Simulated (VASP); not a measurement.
Input of a VASP 6.6.1 run:

INCAR

```
SYSTEM = CdSe4
ALGO = Normal ; EDIFF = 1E-6
EDIFFG = -0.01 ; ENCUT = 600
GGA = PE ; IBRION = 2
ISIF = 3 ; ISMEAR = 0
LASPH = .TRUE. ; LCHARG = .FALSE.
LREAL = .FALSE. ; LWAVE = .FALSE.
NELM = 60 ; NSW = 100
PREC = Accurate ; SIGMA = 0.1
```

KPOINTS

```
k-points
0
G
  8 8 8
  0 0 0
```

The input POSCAR:

```
CdSe4
1.0
    5.1825834400      0.0000000000      0.0000000000
    0.0000000000      5.1825834400      0.0000000000
    0.0000000000      0.0000000000      5.1825834400
Cd Se
1 4
Direct
    0.5000000000      0.5000000000      0.5000000000
    0.0000000000      0.0000000000      0.0000000000
    0.5000000000      0.5000000000      0.0000000000
    0.5000000000      0.0000000000      0.5000000000
    0.0000000000      0.5000000000      0.5000000000
```

Potentials or basis: VASP PAW PBE potentials, release 64 (Cd, Se).

Command:

```bash
$ cat potpaw_PBE.64/Cd/POTCAR potpaw_PBE.64/Se/POTCAR > POTCAR
$ mpirun -np 1 vasp_std > vasp.out
```

(1) What does it give for the band gap on the k mesh?

(2) Estimate the relaxed volume.

(3) Estimate the relaxed cell.

Answers

(1) zero (bands 18 and 19 overlap by 1.07 eV).

(2) 27.88 Å³/atom.

(3) a = 5.185 Å, b = 5.185 Å, c = 5.185 Å, α = 90.00°, β = 90.00°, γ = 90.00°.
